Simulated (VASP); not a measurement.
Here is a VASP 6.6.1 calculation.

Contents of INCAR:

```
ALGO     = Normal         # electronic algorithm
EDIFF    = 1E-6           # SCF threshold, eV
ENCUT    = 520            # plane-wave cutoff, eV
GGA      = PE             # functional
ISIF     = 2              # what is computed and relaxed
ISMEAR   = 0              # smearing method
LASPH    = True           # aspherical terms in the spheres
LCHARG   = True           # write CHGCAR
LELF     = True           # ELF
LREAL    = Auto         
LVHAR    = True         
LWAVE    = False          # write WAVECAR
NBANDS   = 118            # bands
NELM     = 100            # most SCF steps
PREC     = Accurate       # precision mode
SIGMA    = 0.1            # smearing width, eV
```

The input KPOINTS:

```
k-points
0
Gamma
  4 4 4
```

Contents of POSCAR:

```
Si2Mo
1.0
    0.0000000000      0.0000000000     -7.8730199992
    4.8252710553      4.8252710553     -3.9365099996
    4.8252710553     -4.8252710553     -3.9365099996
Si Mo
18 9
Direct
    0.3315675277      0.0000000000      0.6666666667
    0.9982341944      0.0000000000      0.3333333333
    0.3315675277      0.3333333333      0.3333333333
    0.6649008611      0.3333333333      0.6666666667
    0.9982341944      0.6666666667      0.6666666667
    0.6649008611      0.0000000000      1.0000000000
    0.9982341944      0.3333333333      1.0000000000
    0.3315675277      0.6666666667      1.0000000000
    0.6649008611      0.6666666667      0.3333333333
    0.0017658056      0.0000000000      0.6666666667
    0.6684324723      0.0000000000      0.3333333333
    0.0017658056      0.3333333333      0.3333333333
    0.3350991389      0.3333333333      0.6666666667
    0.6684324723      0.6666666667      0.6666666667
    0.3350991389      0.0000000000      1.0000000000
    0.6684324723      0.3333333333      1.0000000000
    0.0017658056      0.6666666667      1.0000000000
    0.3350991389      0.6666666667      0.3333333333
    0.0000000000      0.3333333333      0.6666666667
    0.6666666667      0.3333333333      0.3333333333
    0.0000000000      0.6666666667      0.3333333333
    0.3333333333      0.6666666667      0.6666666667
    0.6666666667      0.0000000000      0.6666666667
    0.3333333333      0.3333333333      1.0000000000
    0.6666666667      0.6666666667      1.0000000000
    1.0000000000      0.0000000000      1.0000000000
    0.3333333333      0.0000000000      0.3333333333
```

Potentials or basis: VASP PAW PBE potentials, release 64 (Si, Mo_sv).

The run is started by

```console
$ cat potpaw_PBE.64/Si/POTCAR potpaw_PBE.64/Mo_sv/POTCAR > POTCAR
$ mpirun -np 1 vasp_std > vasp.out
```

(1) What does it give for the pressure?

(2) Estimate the band gap on the k mesh.

(3) Predict the largest force.

## Answers

(1) 0.2 GPa.

(2) zero (bands 99 and 100 overlap by 0.90 eV).

(3) 0.018 eV/Å.
